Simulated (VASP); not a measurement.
# LiCl: single point with r2SCAN

The system is LiCl.

```
CELL_PARAMETERS angstrom
0.05466 2.78770 2.78770
2.78770 0.05466 2.78770
2.78770 2.78770 0.05466
ATOMIC_POSITIONS crystal
Li 0.00174 0.00174 0.00174
Cl 0.24826 0.24826 0.24826
```

This cell differs from its parent crystal: strain along [111] +3.0%.

```yaml
Program: VASP 6.6.1
Task: single point
Functional: r2SCAN
Potentials_or_basis: VASP PAW PBE potentials, release 64 (Li_sv, Cl)
Cutoff: 520 eV
k_mesh: 8 × 8 × 8
Occupations: gaussian, width 0.01 eV
Spin: no spin polarisation
Dipole_correction: no
Further_INCAR_settings: ALGO = Normal; EDIFF = 1e-07; NBANDS = 12
```

The largest force is 0.024 eV/Å and the band gap on the k mesh is 6.61 eV, direct.

Forces on the atoms (eV/Å):
```
Li  -0.014 -0.014 -0.014
Cl   0.014  0.014  0.014
```

Levels at points of the mesh, in eV from the valence-band top:
| k point | band 2 | band 3 | band 4 | band 5 | band 6 | band 7 | band 8 | band 9 |
| --- | --- | --- | --- | --- | --- | --- | --- | --- |
| (0.00, 0.00, 0.00) | -13.27 | -0.12 | 0.00 | 0.00 | 6.61 | 10.75 | 11.09 | 11.09 |
| (0.50, 0.00, 0.00) | -12.98 | -1.99 | -0.38 | -0.31 | 9.07 | 10.92 | 11.08 | 11.29 |
| (0.50, 0.50, 0.00) | -12.91 | -1.62 | -0.91 | -0.79 | 7.14 | 10.36 | 14.31 | 14.85 |
| (0.50, 0.50, 0.50) | -13.02 | -1.99 | -0.25 | -0.25 | 9.09 | 11.18 | 11.22 | 11.22 |

It took 2.3 min on 1 thread of Intel(R) Xeon(R) Platinum 8488C (Sapphire Rapids) (shared host), peak memory 0.18 GiB.

Caveat: the cell differs from its parent crystal (strain along [111] +3.0%); the PAW data sets were made with another functional, which shifts forces and pressure a little. A k mesh can miss the band edges.
